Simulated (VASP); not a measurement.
Zr4Sb: relaxation of shape and atoms at fixed volume with PBE

The system is Zr4Sb.

```
Zr Sb
1.0
     6.41090    0.00000    0.00000
     0.00000    6.41090    0.00000
     0.00000    0.00000    5.59073
Zr Sb
8 2
Direct
  0.65213 0.84787 0.27030
  0.84787 0.34787 0.27030
  0.15213 0.34787 0.72970
  0.84787 0.65213 0.72970
  0.65213 0.15213 0.72970
  0.34787 0.84787 0.72970
  0.34787 0.15213 0.27030
  0.15213 0.65213 0.27030
  0.50000 0.50000 0.00000
  0.00000 0.00000 0.00000
```

```json
{
 "Program": "VASP 6.6.1",
 "Task": "relaxation of shape and atoms at fixed volume",
 "Functional": "PBE",
 "Potentials or basis": "VASP PAW PBE potentials, release 64 (Zr_sv, Sb)",
 "Cutoff": "600 eV",
 "k mesh": "6 × 6 × 6",
 "Occupations": "gaussian, width 0.1 eV",
 "Spin": "no spin polarisation",
 "Dipole correction": "no",
 "Further INCAR settings": "ALGO = Fast; EDIFF = 1e-07; IBRION = 2; EDIFFG = -0.01; NSW = 50; ISIF = 4"
}
```

The energy gained by relaxing is 0.1 meV/atom, the ionic steps are 6 and the pressure after relaxing is 6.7 GPa. The largest force after relaxing is 0.008 eV/Å. The band gap on the k mesh is zero (bands 53 and 54 overlap by 1.00 eV).

Forces in eV/Å, atoms in the order of the input:
```
Zr   0.004 -0.004  0.005
Zr  -0.004 -0.004  0.005
Zr   0.004 -0.004 -0.005
Zr  -0.004  0.004 -0.005
Zr   0.004  0.004 -0.005
Zr  -0.004 -0.004 -0.005
Zr  -0.004  0.004  0.005
Zr   0.004  0.004  0.005
Sb   0.000  0.000  0.000
Sb   0.000  0.000  0.000
```

Step by step:
```
step  energy change (eV)  largest force (eV/Å)  pressure (GPa)  volume (Å³)
   1              0.0000                0.0390            6.69       229.78
   2             -0.0005                0.0175            6.67       229.78
   3             -0.0006                0.0199            6.65       229.78
   4             -0.0007                0.0137            6.65       229.78
   5             -0.0007                0.0127            6.65       229.78
   6             -0.0007                0.0082            6.65       229.78
```

Final structure:
```xyz
10
Lattice="6.4056 0.0000 0.0000 0.0000 6.4056 0.0000 0.0000 0.0000 5.5999" Properties=species:S:1:pos:R:3 pbc="T T T"
Zr    4.1758    5.4327    1.5164
Zr    5.4327    2.2299    1.5164
Zr    0.9729    2.2299    4.0835
Zr    5.4327    4.1758    4.0835
Zr    4.1758    0.9729    4.0835
Zr    2.2299    5.4327    4.0835
Zr    2.2299    0.9729    1.5164
Zr    0.9729    4.1758    1.5164
Sb    3.2028    3.2028    5.5999
Sb    0.0000    0.0000    5.5999
```

Levels at points of the mesh, in eV from the Fermi level:
```csv
k point,band 49,band 50,band 51,band 52,band 53,band 54,band 55,band 56,band 57,band 58
"(0.00, 0.00, 0.00)",-0.83,-0.75,-0.71,-0.57,-0.24,0.05,0.10,0.10,0.84,0.84
"(0.50, 0.00, 0.00)",-0.95,-0.95,-0.60,-0.60,0.29,0.29,0.51,0.51,1.01,1.01
"(0.50, 0.50, 0.00)",-1.28,-1.28,-0.77,-0.77,0.76,0.76,0.87,0.87,1.00,1.00
"(0.00, 0.00, 0.50)",-0.71,-0.58,-0.34,-0.25,0.17,0.22,0.22,0.56,0.82,0.82
"(0.50, 0.00, 0.50)",-0.42,-0.42,-0.42,-0.42,-0.07,-0.07,0.30,0.30,0.70,0.70
"(0.50, 0.50, 0.50)",-0.91,-0.91,-0.67,-0.67,-0.25,-0.25,-0.20,-0.20,0.74,0.74
```

Run time: 28 min on 4 MPI ranks on Intel(R) Xeon(R) 6975P-C (Granite Rapids) (shared host), peak memory 0.74 GiB a rank.

Caveat: spin-orbit coupling is left out, which moves the levels of the heavy elements.
